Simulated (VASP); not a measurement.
# HfO2: single point with PBE

The system is HfO2.

```xyz
3
Lattice="3.2532 0.0000 0.0000 -1.6266 2.8173 0.0000 0.0000 0.0000 5.7104" Properties=species:S:1:pos:R:3 pbc="T T T"
Hf    0.0000    0.0000    0.0000
O     0.0000    1.8782    0.9694
O     1.6266    0.9391    4.7410
```

| Property | Result |
| --- | --- |
| Program | VASP 6.6.1 |
| Task | single point |
| Functional | PBE |
| Potentials or basis | VASP PAW PBE potentials, release 64 (Hf_pv, O) |
| Cutoff | 520 eV |
| k mesh | 12 × 12 × 6 |
| Occupations | gaussian, width 0.05 eV |
| Spin | no spin polarisation |
| Dipole correction | no |
| Further INCAR settings | ALGO = Normal; EDIFF = 1e-06; NBANDS = 18 |

| Quantity | Value |
| --- | --- |
| Pressure | -2.1 GPa |
| Largest force | 0.199 eV/Å |
| Band gap on the k mesh | 4.78 eV (least direct gap 5.01 eV) |

Forces on the atoms (eV/Å):
```
Hf   0.000  0.000  0.000
O    0.000  0.000 -0.199
O    0.000  0.000  0.199
```

Stress tensor (GPa, compression positive):
```
-2.46  0.00  0.00
 0.00 -2.46  0.00
 0.00  0.00 -1.30
```

Levels at points of the mesh, in eV from the valence-band top:
```tsv
k point	band 7	band 8	band 9	band 10	band 11	band 12	band 13	band 14	band 15	band 16
(0.00, 0.00, 0.00)	-3.57	-3.29	-0.47	-0.28	-0.28	5.09	5.09	5.20	7.55	9.99
(0.50, 0.00, 0.00)	-2.51	-1.79	-1.30	-1.02	-0.50	4.78	5.92	7.05	9.71	10.42
(0.00, 0.00, 0.50)	-3.56	-3.09	-0.83	-0.28	-0.28	5.08	5.08	5.85	7.64	8.55
(0.50, 0.00, 0.50)	-2.53	-1.86	-1.25	-1.00	-0.37	4.84	6.03	7.05	9.52	10.28
```

Run time: 97 s on 1 thread of AMD EPYC 7R13, with other jobs on the host, peak memory 0.2 GiB.

Caveat: spin-orbit coupling is left out, which moves the levels of the heavy elements. A k mesh can miss the band edges.
